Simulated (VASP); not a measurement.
A run of VASP 6.6.1 is set up as follows.

Contents of POSCAR:

```
Pt
1.0
    2.7165325422      0.0000000000      0.0000000000
   -1.3582662711      2.3525861917      0.0000000000
    0.0000000000      0.0000000000      4.6547964935
Pt
2
Direct
    0.3333333333      0.6666666667      0.2500000000
    0.6666666667      0.3333333333      0.7500000000
```

File INCAR.step1:

```
PREC = Accurate
ENCUT = 550
ISMEAR = -1
SIGMA = 0.05
LREAL = False
LASPH = True
NELM = 120
NBANDS = 25
GGA = PE
ALGO = Normal
EDIFF = 1E-5
LWAVE = True
LCHARG = False
GGA_COMPAT = False
```

Contents of INCAR.step2:

```
PREC = Accurate
ENCUT = 550
EDIFF = 1E-6
ISMEAR = -1
SIGMA = 0.05
LREAL = False
LASPH = True
NELM = 120
ALGO = Normal
ISIF = 2
LWAVE = False
LCHARG = True
METAGGA = R2SCAN
LMIXTAU = True
LELF = True
LVHAR = True
NBANDS = 25
ISTART = 1
GGA_COMPAT = False
```

KPOINTS

```
Automatic mesh
0
Gamma
  8 8 5
```

Potentials or basis: VASP PAW PBE potentials, release 64 (Pt_sv_GW).

Run with:

```bash
$ cat potpaw_PBE.64/Pt_sv_GW/POTCAR > POTCAR
$ cp INCAR.step1 INCAR
$ mpirun -np 1 vasp_std > vasp.out
$ cp INCAR.step2 INCAR
$ mpirun -np 1 vasp_std > vasp.out
```

(1) Estimate the band gap on the k mesh.

(2) What does it give for the pressure?

## Answers

(1) zero (band 18 reaches 11.25 eV, above the bottom of band 19 at 9.92 eV).

(2) 7.9 GPa.

Caveat: the PAW data sets were made with another functional, which shifts forces and pressure a little; spin-orbit coupling is left out, which moves the levels of the heavy elements.
